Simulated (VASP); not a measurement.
Write the native input for VASP 6.6.1 that does the following.

```yaml
Task: relaxation of shape and atoms at fixed volume
Functional: PBE
Potentials_or_basis: VASP PAW PBE potentials, release 64 (Pt)
Cutoff: 600 eV
k_mesh: 26 × 26 × 26
Occupations: gaussian, width 0.1 eV
Spin: no spin polarisation
Dipole_correction: no
Further_INCAR_settings: ALGO = Fast; EDIFF = 1e-07; IBRION = 2; EDIFFG = -0.01; NSW = 50; ISIF = 4
```

The structure of Pt lies in POSCAR:

```
Pt
1.0
   -1.6424146984      1.6424146984      1.3340856397
    1.6424146984     -1.6424146984      1.3340856397
    1.6424146984      1.6424146984     -1.3340856397
Pt
1
Direct
    0.0000000000      0.0000000000      0.0000000000
```

These files were run (other wordings do the same):

INCAR

```
PREC = Accurate ; ENCUT = 600
EDIFF = 1E-7 ; ISMEAR = 0
SIGMA = 0.1 ; LREAL = F
LASPH = T ; NELM = 100
ALGO = Fast ; ISIF = 4
LWAVE = F ; LCHARG = F
GGA = PE ; IBRION = 2
NSW = 50 ; EDIFFG = -0.01
```

KPOINTS

```
regular mesh
0
Gamma
  26 26 26
```

Potentials or basis: VASP PAW PBE potentials, release 64 (Pt).

The run is started by

```sh
$ cat potpaw_PBE.64/Pt/POTCAR > POTCAR
$ mpirun -np 1 vasp_std > vasp.out
```

Results of the run:

* Energy gained by relaxing: 0.2 meV/atom
* Ionic steps: 3
* Pressure after relaxing: 28.6 GPa
* Band gap on the k mesh: zero (bands 5 and 6 overlap by 2.37 eV)

Caveat: spin-orbit coupling is left out, which moves the levels of the heavy elements.

Run time: 10 min on 1 thread of AMD EPYC 7R43 64-Core Processor (Zen 3) (shared host), peak memory 0.32 GiB.
